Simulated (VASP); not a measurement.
**AlN: single point with PBE**

The system is AlN.

```
Al N
1.0
     0.00000    1.99372    1.99372
     1.99372    0.00000    1.99372
     1.99372    1.99372    0.00000
Al N
1 1
Direct
  0.50000 0.50000 0.50000
  0.00000 0.00000 0.00000
```

This cell differs from its parent crystal: volume scaled by 0.94.

* Program: VASP 6.6.1
* Task: single point
* Functional: PBE
* Potentials or basis: VASP PAW PBE potentials, release 64 (Al, N)
* Cutoff: 520 eV
* k mesh: 10 × 10 × 10
* Occupations: gaussian, width 0.02 eV
* Spin: no spin polarisation

```yaml
Pressure: 17.3 GPa
Band_gap_on_the_k_mesh: 5.02 eV, indirect (least direct gap 6.29 eV)
```

Levels at points of the mesh, in eV from the valence-band top:
| k point | band 2 | band 3 | band 4 | band 5 | band 6 | band 7 |
| --- | --- | --- | --- | --- | --- | --- |
| (0.00, 0.00, 0.00) | 0.00 | 0.00 | 0.00 | 6.29 | 12.30 | 12.30 |
| (0.50, 0.00, 0.00) | -8.57 | -1.16 | -1.16 | 6.40 | 11.34 | 11.34 |
| (0.50, 0.50, 0.00) | -7.67 | -2.91 | -2.91 | 5.02 | 5.23 | 14.57 |

Run time: 8.4 s on 1 thread of Intel(R) Xeon(R) Platinum 8259CL CPU @ 2.50GHz (Skylake/Cascade Lake), on a shared host, peak memory 0.13 GiB.

 A k mesh can miss the band edges.
